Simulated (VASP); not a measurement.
Write the native input for VASP 6.6.1 that does the following.

- Task: single point
- Functional: b88 exchange, pbe correlation
- Potentials or basis: VASP PAW PBE potentials, release 64 (Ni, O)
- Cutoff: 600 eV
- k mesh: 11 × 11 × 11
- Occupations: fermi-dirac, width 0.05 eV
- Spin: collinear spin, ferromagnetic start
- Starting moments: [1.0, 0.0] μB
- Dipole correction: no
- Further INCAR settings: ALGO = Normal; EDIFF = 1e-06; NBANDS = 19

The structure of NiO lies in POSCAR:

```
NiO
1.0
    0.0000000000      2.0859016414      2.0859016414
    2.0859016414      0.0000000000      2.0859016414
    2.0859016414      2.0859016414      0.0000000000
Ni O
1 1
Direct
    0.0000000000      0.0000000000      0.0000000000
    0.5000000000      0.5000000000      0.5000000000
```

The input as run:

INCAR

```
SYSTEM = NiO
  PREC = Accurate
  ENCUT = 600
  EDIFF = 1E-6
  ISMEAR = -1
  SIGMA = 0.05
  LREAL = .False.
  LASPH = .True.
  NELM = 200
  ALGO = Normal
  ISIF = 2
  LWAVE = .False.
  LCHARG = .True.
  ISPIN = 2
  MAGMOM = 1 0
  LORBIT = 11
  LMAXMIX = 4
  GGA = LIBXC
  LIBXC1 = GGA_X_B88
  LIBXC2 = GGA_C_PBE
  LELF = .True.
  LVHAR = .True.
  NBANDS = 19
  GGA_COMPAT = .False.
```

KPOINTS

```
Automatic mesh
0
Gamma
  11 11 11
  0 0 0
```

Potentials or basis: VASP PAW PBE potentials, release 64 (Ni, O).

Run with:

```sh
$ cat potpaw_PBE.64/Ni/POTCAR potpaw_PBE.64/O/POTCAR > POTCAR
$ mpirun -np 1 vasp_std > vasp.out
```

Results of the run:

The pressure is 4.6 GPa, the net moment is 1.70 μB per cell and the site moments are Ni +1.40; O +0.25 μB. The valence electrons inside the program's atomic spheres are Ni 8.99; O 4.98.

Caveat: the cell stands under pressure; the PAW data sets were made with another functional, which shifts forces and pressure a little; a cell with one magnetic atom can't hold antiferromagnetic order, which such compounds often take.

Wall time 29 s on 1 thread of Intel(R) Xeon(R) Platinum 8488C (Sapphire Rapids), with other jobs on the host, peak memory 0.17 GiB.
